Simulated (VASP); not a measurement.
# Pb (C2/m) in VASP: a series of runs, part 2 of 2

VASP 6.6.1. Earlier steps stand in the parts before.

### 3 Single point, PBE

INCAR reads:

```
SYSTEM = Pb
PREC = Accurate ; ENCUT = 500
EDIFF = 1E-6 ; ISMEAR = -4
SIGMA = 0.1 ; LREAL = .False.
LASPH = .True. ; NELM = 120
ALGO = Normal ; ISIF = 2
LWAVE = .False. ; LCHARG = .False.
GGA = PE ; NBANDS = 21
GGA_COMPAT = .False.
```

KPOINTS reads:

```
regular mesh
0
Gamma
  6 6 4
  0 0 0
```

POSCAR reads:

```
Pb
1.0
    3.0386068135     -1.7503199600      0.0000000000
    3.0386068135      1.7503199600      0.0000000000
   -2.1154626375      0.0000000000      6.0952248674
Pb
2
Direct
    0.0914915900      0.0914915900      0.2737078000
    0.9085084100      0.9085084100      0.7262922000
```

Potentials or basis: VASP PAW PBE potentials, release 64 (Pb_d).

Command:

```bash
cat potpaw_PBE.64/Pb_d/POTCAR > POTCAR
mpirun -np 1 vasp_std > vasp.out
```

OUTCAR:

```text
SYSTEM = Pb
   PREC = Accurate
   ENCUT = 500
   EDIFF = 1E-6
   ISMEAR = -4
   LREAL = .False.
   LASPH = .True.
   NELM = 120
   ISIF = 2
   GGA = PE

 ion  position               nearest neighbor table
   1  0.091  0.091  0.274-   2 3.34   2 3.41   2 3.41   2 3.45
   2  0.909  0.909  0.726-   1 3.34   1 3.41   1 3.41   1 3.45

  LATTYP: Found a base centered monoclinic cell.
 ALAT       =     6.0772136270
 B/A-ratio  =     0.5760271293
 C/A-ratio  =     1.0616534713
 COS(beta)  =    -0.3278823751

  Lattice vectors:

 A1 = (   3.0386068135,  -1.7503199600,   0.0000000000)
 A2 = (   3.0386068135,   1.7503199600,   0.0000000000)
 A3 = (  -2.1154626375,   0.0000000000,   6.0952248674)

Analysis of symmetry for initial positions (statically):
=====================================================================
 Subroutine PRICEL returns:
 Original cell was already a primitive cell.

 Routine SETGRP: Setting up the symmetry group for a
 base centered monoclinic supercell.

[... 155 lines left out ...]
 maximum number of plane-waves:      1666
 NGX is ok and might be reduce to    28
   NGX = 13   NGY = 13   NGZ = 23

 number of electron      27.9999996 magnetization

 Free energy of the ion-electron system (eV)
  ---------------------------------------------------
  ext. energy  EPLUGINS =         0.00000000
  ---------------------------------------------------
  free energy    TOTEN  =        -6.70500866 eV

  energy without entropy =       -6.70500866  energy(sigma->0) =       -6.70500866

 E-fermi :   6.6597     XC(G=0):  -9.8158

 val. band max:        6.9680798035   @ k =   0.3333   0.1667   0.2500
 cond. band min:       6.1652286814   @ k =  -0.3333  -0.0000   0.2500
 fundamental gap:     -0.8028511221
 Fermi energy:         6.6597468853

 k-point     1 :       0.0000    0.0000    0.0000
  band No.  band energies     occupation
      1     -10.5824      2.00000
      2     -10.4941      2.00000
      3     -10.4932      2.00000
      4     -10.4907      2.00000
      5     -10.4904      2.00000
      6     -10.4492      2.00000
[... 565 lines left out ...]
     20      16.1938      0.00000
     21      16.3041      0.00000

 [... further k-points ...]
[... 5 lines left out ...]
  --------------------------------------------------------------------------------------
  -------------------------------------------------------------------------------------
  Total        0.6504626      0.5327933      1.1292406      0.0000000      0.0000000     -0.1573680
  in kB       16.0738988     13.1661146     27.9052168      0.0000000      0.0000000     -3.8887981
  external PRESSURE =      19.0484100 kB  Pullay stress =       0.0000000 kB

 VOLUME and BASIS-vectors are now :
 -----------------------------------------------------------------------------
  energy-cutoff  :      500.00
  volume of cell :       64.84
      direct lattice vectors                 reciprocal lattice vectors
     3.038606813 -1.750319960  0.000000000     0.164549095 -0.285662057  0.057109864
     3.038606813  1.750319960  0.000000000     0.164549095  0.285662057  0.057109864
    -2.115462637  0.000000000  6.095224867     0.000000000  0.000000000  0.164062856

 POSITION                                       TOTAL-FORCE (eV/Angst)
 -----------------------------------------------------------------------------------
     -0.02300      0.00000      1.66831        -0.012489      0.000000     -0.031923
      3.98476      0.00000      4.42691         0.012489      0.000000      0.031923
 -----------------------------------------------------------------------------------
    total drift:                                0.000000      0.000000     -0.000000

  FREE ENERGIE OF THE ION-ELECTRON SYSTEM (eV)
  ---------------------------------------------------
  free  energy   TOTEN  =        -6.7050086553 eV

  energy  without entropy=       -6.7050086553  energy(sigma->0) =       -6.70500866
```

OSZICAR:

```text
N       E                     dE             d eps       ncg     rms          rms(c)
DAV:   1     0.288932624477E+03    0.28893E+03   -0.13841E+04  1974   0.153E+03
DAV:   2     0.145261677777E+02   -0.27441E+03   -0.26792E+03  1979   0.397E+02
DAV:   3    -0.604244860641E+01   -0.20569E+02   -0.20380E+02  2406   0.134E+02
DAV:   4    -0.669588023632E+01   -0.65343E+00   -0.65319E+00  2319   0.277E+01
DAV:   5    -0.672809353208E+01   -0.32213E-01   -0.32213E-01  2569   0.567E+00    0.764E-01
DAV:   6    -0.670951355309E+01    0.18580E-01   -0.39823E-02  2870   0.236E+00    0.400E-01
DAV:   7    -0.670506474967E+01    0.44488E-02   -0.16326E-02  2650   0.157E+00    0.135E-01
DAV:   8    -0.670501508540E+01    0.49664E-04   -0.14190E-03  2725   0.476E-01    0.171E-02
DAV:   9    -0.670500849533E+01    0.65901E-05   -0.92083E-05  2456   0.122E-01    0.967E-03
DAV:  10    -0.670500880445E+01   -0.30912E-06   -0.12438E-05  2483   0.419E-02    0.192E-03
DAV:  11    -0.670500865529E+01    0.14916E-06   -0.74197E-07  1221   0.109E-02
   1 F= -.67050087E+01 E0= -.67050087E+01  d E =0.000000E+00
```

Run time: 50 s. Hardware: 1 thread of Intel Xeon 8259CL, shared host; peak memory 0.21 GiB.

What came out:

```
Free energy            : -6.7050 eV
Pressure               : 1.9 GPa
Largest force          : 0.034 eV/Å
Band gap on the k mesh : zero (bands 14 and 15 overlap by 7.62 eV)
```

Forces on the atoms (eV/Å):
```
Pb  -0.012  0.000 -0.032
Pb   0.012  0.000  0.032
```

Caveat: spin-orbit coupling is left out, which moves the levels of the heavy elements; tetrahedron occupations give inexact forces and stress in metals.

### 4 Single point, PBE

INCAR reads:

```
SYSTEM = Pb
PREC     = Accurate       ! precision mode
ENCUT    = 500            ! plane-wave cutoff, eV
EDIFF    = 1E-6           ! SCF threshold, eV
ISMEAR   = -1             ! smearing method
SIGMA    = 0.1            ! smearing width, eV
LREAL    = .FALSE.        ! projectors in reciprocal space
LASPH    = .TRUE.         ! aspherical terms in the spheres
NELM     = 120            ! most SCF steps
ALGO     = Normal         ! electronic algorithm
ISIF     = 2              ! what is computed and relaxed
LWAVE    = .FALSE.        ! write WAVECAR
LCHARG   = .TRUE.         ! write CHGCAR
GGA      = PE             ! functional
LELF     = .TRUE.         ! ELF
LVHAR    = .TRUE.       
NBANDS   = 21             ! bands
GGA_COMPAT= .FALSE.
```

KPOINTS reads:

```
Automatic mesh
0
G
  6 6 4
  0 0 0
```

POSCAR is that of step 3.

Potentials or basis: VASP PAW PBE potentials, release 64 (Pb_d).

Command:

```bash
cat potpaw_PBE.64/Pb_d/POTCAR > POTCAR
mpirun -np 1 vasp_std > vasp.out
```

OUTCAR:

```text
SYSTEM = Pb
   PREC = Accurate
   ENCUT = 500
   EDIFF = 1E-6
   ISMEAR = -1
   LREAL = .FALSE.
   LASPH = .TRUE.
   NELM = 120
   ISIF = 2
   GGA = PE

 ion  position               nearest neighbor table
   1  0.091  0.091  0.274-   2 3.34   2 3.41   2 3.41   2 3.45
   2  0.909  0.909  0.726-   1 3.34   1 3.41   1 3.41   1 3.45

  LATTYP: Found a base centered monoclinic cell.
 ALAT       =     6.0772136270
 B/A-ratio  =     0.5760271293
 C/A-ratio  =     1.0616534713
 COS(beta)  =    -0.3278823751

  Lattice vectors:

 A1 = (   3.0386068135,  -1.7503199600,   0.0000000000)
 A2 = (   3.0386068135,   1.7503199600,   0.0000000000)
 A3 = (  -2.1154626375,   0.0000000000,   6.0952248674)

Analysis of symmetry for initial positions (statically):
=====================================================================
 Subroutine PRICEL returns:
 Original cell was already a primitive cell.

 Routine SETGRP: Setting up the symmetry group for a
 base centered monoclinic supercell.

 Subroutine GETGRP returns: Found  4 space group operations
 (whereof  4 operations were pure point group operations)
 out of a pool of  4 trial point group operations.

The static configuration has the point symmetry C_2h.

Analysis of symmetry for dynamics (positions and initial velocities):
=====================================================================
 Subroutine PRICEL returns:
 Original cell was already a primitive cell.

 Routine SETGRP: Setting up the symmetry group for a
 base centered monoclinic supercell.

 Subroutine GETGRP returns: Found  4 space group operations
 (whereof  4 operations were pure point group operations)
 out of a pool of  4 trial point group operations.

The dynamic configuration has the point symmetry C_2h.

 Subroutine INISYM returns: Found  4 space group operations
 (whereof  4 operations are pure point group operations),
 and found     1 'primitive' translations

----------------------------------------------------------------------------------------

                                     Primitive cell

  volume of cell :      64.8353

  direct lattice vectors                    reciprocal lattice vectors
     3.038606813 -1.750319960  0.000000000     0.164549095 -0.285662057  0.057109864
     3.038606813  1.750319960  0.000000000     0.164549095  0.285662057  0.057109864
    -2.115462637  0.000000000  6.095224867     0.000000000  0.000000000  0.164062856

  length of vectors
     3.506672401  3.506672401  6.451894943     0.334575480  0.334575480  0.164062856

  position of ions in fractional coordinates (direct lattice)
     0.091491590  0.091491590  0.273707800
     0.908508410  0.908508410  0.726292200

  ion indices of the primitive-cell ions
   primitive index   ion index
                 1           1
                 2           2

----------------------------------------------------------------------------------------

 KPOINTS: Automatic mesh

Automatic generation of k-mesh.
 Grid dimensions read from file:
 generate k-points for:    6    6    4

 Generating k-lattice:

  Cartesian coordinates                     Fractional coordinates (reciprocal lattice)
     0.027424849 -0.047610343  0.009518311     0.166666667  0.000000000  0.000000000
     0.027424849  0.047610343  0.009518311     0.000000000  0.166666667  0.000000000
     0.000000000  0.000000000  0.041015714     0.000000000  0.000000000  0.250000000

  Length of vectors
     0.055762580  0.055762580  0.041015714

  Shift w.r.t. Gamma in fractional coordinates (k-lattice)
     0.000000000  0.000000000  0.000000000

 Subroutine IBZKPT returns following result:
 ===========================================

 Found     47 irreducible k-points:

 Following reciprocal coordinates:
            Coordinates               Weight
  0.000000  0.000000  0.000000      1.000000
  0.166667  0.000000  0.000000      4.000000
  0.333333  0.000000  0.000000      4.000000
  0.500000  0.000000  0.000000      2.000000
  0.166667  0.166667  0.000000      2.000000
  0.333333  0.166667  0.000000      4.000000
[... 16 lines left out ...]
 -0.333333  0.166667  0.250000      4.000000
 -0.166667  0.166667  0.250000      4.000000
 [... further k-points ...]
   k-points           NKPTS =     47   k-points in BZ     NKDIM =     47   number of bands    NBANDS=     21
   number of dos      NEDOS =    301   number of ions     NIONS =      2
   total plane-waves  NPLWV =  37632
   dimension x,y,z NGX =    28 NGY =   28 NGZ =   48
   dimension x,y,z NGXF=    56 NGYF=   56 NGZF=   96
   ions per type =               2
   NGX,Y,Z   is equivalent  to a cutoff of  13.27, 13.27, 12.37 a.u.
   NGXF,Y,Z  is equivalent  to a cutoff of  26.55, 26.55, 24.74 a.u.
 SYSTEM =  Pb
   PREC   = accura    normal or accurate (medium, high low for compatibility)
   ISTART =      0    job   : 0-new  1-cont  2-samecut
   ICHARG =      2    charge: 1-file 2-atom 10-const
   ISPIN  =      1    spin polarized calculation?
   LNONCOLLINEAR =      F non collinear calculations
   LSORBIT =      F    spin-orbit coupling
   LASPH  =      T    aspherical Exc in radial PAW
   ENCUT  =  500.0 eV  36.75 Ry    6.06 a.u.   6.39  6.39 11.76*2*pi/ulx,y,z
   NELM   =    120;   NELMIN=  2; NELMDL= -5     # of ELM steps
   EDIFF  = 0.1E-05   stopping-criterion for ELM
   LREAL  =      F    real-space projection
   EDIFFG = 0.1E-04   stopping-criterion for IOM
   NSW    =      0    number of steps for IOM
   IBRION =     -1    ionic relax: 0-MD 1-quasi-New 2-CG
   NFREE  =      0    steps in history (QN), initial steepest desc. (CG)
   ISIF   =      2    stress and relaxation
   ISYM   =      2    0-nonsym 1-usesym 2-fastsym
   POTIM  = 0.5000    time-step for ionic-motion
   TEBEG  =    0.0;   TEEND  =   0.0 temperature during run
   PSTRESS=    0.0 pullay stress
   NELECT =      28.0000    total number of electrons
   NUPDOWN=      -1.0000    fix difference up-down
   EMIN   =  10.00;   EMAX   =-10.00  energy-range for DOS
   EFERMI =   0.00;   METHOD = LEGACY
   ISMEAR =    -1;   SIGMA  =   0.10  broadening in eV -4-tet -1-fermi 0-gaus
   EFERMI_NEDOS =   21; number of points for ismear=-14 and -15
   IALGO  =     38    algorithm
   IMIX   =      4    mixing-type and parameters
     AMIX     =   0.40;   BMIX     =  1.00
     AMIX_MAG =   1.60;   BMIX_MAG =  1.00
  volume/ion in A,a.u.               =      32.42       218.77
  Fermi-wavevector in a.u.,A,eV,Ry     =   1.237438  2.338420 20.833975  1.531254
  Thomas-Fermi vector in A             =   2.372006
   LORBIT       =      0    0 simple, 1 ext, 2 COOP (PROOUT), +10 PAW based schemes
   GGA     = PE    functional components
   LHFCALC =     F    Hartree Fock is set to
   AEXX    =    0.0000 exact exchange contribution
   IVDW    =     0    specifies the selected vdW correction
   LEPSILON=     F    determine dielectric tensor
   LRPA    =     F    only Hartree local field effects (RPA)
 non-spin polarized calculation
  energy-cutoff  :      500.00
  volume of cell :       64.84
 maximum number of plane-waves:      1666
 NGX is ok and might be reduce to    28
   NGX = 13   NGY = 13   NGZ = 23

 number of electron      27.9999996 magnetization

 Free energy of the ion-electron system (eV)
  ---------------------------------------------------
  ext. energy  EPLUGINS =         0.00000000
  ---------------------------------------------------
  free energy    TOTEN  =        -6.95368101 eV

  energy without entropy =       -6.90492612  energy(sigma->0) =       -6.92930357

 E-fermi :   6.5548     XC(G=0):  -9.8204

 val. band max:        6.5441119776   @ k =   0.3333   0.3333   0.2500
 cond. band min:       6.6464678779   @ k =   0.5000   0.5000   0.5000
 fundamental gap:      0.1023559003
 Fermi energy:         6.5547909302

 k-point     1 :       0.0000    0.0000    0.0000
  band No.  band energies     occupation
      1     -10.6041      2.00000
      2     -10.5048      2.00000
      3     -10.5035      2.00000
      4     -10.5016      2.00000
      5     -10.5012      2.00000
      6     -10.4701      2.00000
[... 13 lines left out ...]
     20      15.7962      0.00000
     21      16.5063      0.00000

 k-point     2 :       0.1667    0.0000    0.0000
  band No.  band energies     occupation
      1     -10.5845      2.00000
      2     -10.5287      2.00000
      3     -10.5158      2.00000
      4     -10.4520      2.00000
      5     -10.4468      2.00000
      6     -10.4313      2.00000
[... 520 lines left out ...]
 k-point    24 :      -0.1667    0.1667    0.2500
  band No.  band energies     occupation
      1     -10.5874      2.00000
      2     -10.5209      2.00000
      3     -10.5136      2.00000
      4     -10.4719      2.00000
      5     -10.4253      2.00000
      6     -10.4105      2.00000
[... 13 lines left out ...]
     20      16.1917      0.00000
     21      16.2917      0.00000

 [... further k-points ...]
[... 5 lines left out ...]
  --------------------------------------------------------------------------------------
  -------------------------------------------------------------------------------------
  Total        0.1790052      0.2536144      1.0990631      0.0000000      0.0000000     -0.0356825
  in kB        4.4234856      6.2671887     27.1594859      0.0000000      0.0000000     -0.8817671
  external PRESSURE =      12.6167201 kB  Pullay stress =       0.0000000 kB

 VOLUME and BASIS-vectors are now :
 -----------------------------------------------------------------------------
  energy-cutoff  :      500.00
  volume of cell :       64.84
      direct lattice vectors                 reciprocal lattice vectors
     3.038606813 -1.750319960  0.000000000     0.164549095 -0.285662057  0.057109864
     3.038606813  1.750319960  0.000000000     0.164549095  0.285662057  0.057109864
    -2.115462637  0.000000000  6.095224867     0.000000000  0.000000000  0.164062856

 POSITION                                       TOTAL-FORCE (eV/Angst)
 -----------------------------------------------------------------------------------
     -0.02300      0.00000      1.66831         0.004010      0.000000     -0.179923
      3.98476      0.00000      4.42691        -0.004010      0.000000      0.179923
 -----------------------------------------------------------------------------------
    total drift:                                0.000000      0.000000     -0.000000

  FREE ENERGIE OF THE ION-ELECTRON SYSTEM (eV)
  ---------------------------------------------------
  free  energy   TOTEN  =        -6.9536810112 eV

  energy  without entropy=       -6.9049261240  energy(sigma->0) =       -6.92930357
```

It took 47 s on 1 thread of Intel Xeon 8259CL, shared host; peak memory 0.2 GiB.

Results:

```
Free energy            : -6.9537 eV
Pressure               : 1.3 GPa
Largest force          : 0.180 eV/Å
Band gap on the k mesh : zero (bands 14 and 15 overlap by 7.61 eV)
```

Forces on the atoms (eV/Å):
```
Pb   0.004  0.000 -0.180
Pb  -0.004  0.000  0.180
```

Stress tensor (GPa, compression positive):
```
 0.44  0.00 -0.09
 0.00  0.63  0.00
-0.09  0.00  2.72
```

Caveat: spin-orbit coupling is left out, which moves the levels of the heavy elements.

### 5 The runs side by side

```tsv
level	potentials or basis	smearing	gap on the mesh (eV)	pressure (GPa)	largest force (eV/Å)
LDA	VASP PAW LDA potentials, release 64 (Pb_d)	gaussian 0.1 eV	none	-2.7	0.09
PBE	VASP PAW PBE potentials, release 64 (Pb_d)	tetrahedron	none	1.9	0.03
PBE	VASP PAW PBE potentials, release 64 (Pb_d)	fermi-dirac 0.1 eV	none	1.3	0.18
```

Alike in all rows: task single point; no spin polarisation; cell as given; k mesh 6 × 6 × 4; cutoff (eV) 500.

Caveats: spin-orbit coupling is left out, which moves the levels of the heavy elements; tetrahedron occupations give inexact forces and stress in metals (at least some runs).

Absolute energies hang on the potentials; compare differences alone.

The gap in the log of VASP goes by the Fermi energy; the results here count the filled bands.